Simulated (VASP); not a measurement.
P:

```
P
1.0
     1.64774   -5.46504    0.00000
     1.64774    5.46504    0.00000
     0.00000    0.00000    4.54364
P
4
Direct
  0.90414 0.09586 0.58882
  0.09586 0.90414 0.41118
  0.59586 0.40414 0.08882
  0.40414 0.59586 0.91118
```

```yaml
Program: VASP 6.6.1
Task: relaxation of cell and atoms
Functional: PBE
Dispersion: D4
Potentials_or_basis: VASP PAW PBE potentials, release 64 (P)
Cutoff: 600 eV
k_mesh: 8 × 8 × 6
Occupations: fermi-dirac, width 0.05 eV
Spin: no spin polarisation
```

At the start: pressure -1.0 GPa; volume 20.46 Å³/atom.

Question: How do energy, volume and symmetry change on relaxing?

Answer: Over 17 steps the energy falls by 28.5 meV/atom and the volume is 17.77 Å³/atom (-13.2 %); space group Cmce (No. 64, to 0.1 Å) before and after.

Step by step:
```tsv
step	energy change (eV)	largest force (eV/Å)	pressure (GPa)	volume (Å³)
1	0.0000	0.2994	-1.04	81.83
2	-0.0216	0.2364	-0.50	80.26
3	-0.0313	0.3147	0.19	78.47
4	-0.0455	0.2284	0.04	77.79
5	-0.0719	0.0236	-0.37	75.77
6	-0.0602	0.3989	-0.86	71.78
7	-0.0780	0.1466	-0.55	74.36
8	-0.0930	0.1074	-0.49	73.37
9	-0.1097	0.0473	-0.22	71.46
10	-0.1118	0.0498	-0.02	70.52
11	-0.1123	0.0323	0.04	70.58
12	-0.1129	0.0423	0.22	70.75
13	-0.1133	0.0277	0.07	70.91
14	-0.1136	0.0138	-0.16	71.15
15	-0.1137	0.0127	-0.11	71.12
16	-0.1139	0.0101	-0.02	71.08
17	-0.1139	0.0059	-0.02	71.07
```

Final structure:
```
P
1.0
     1.65726   -5.10494    0.00000
     1.65726    5.10494    0.00000
     0.00000    0.00000    4.19999
P
4
Direct
  0.89425 0.10575 0.57362
  0.10575 0.89425 0.42638
  0.60575 0.39425 0.07362
  0.39425 0.60575 0.92638
```
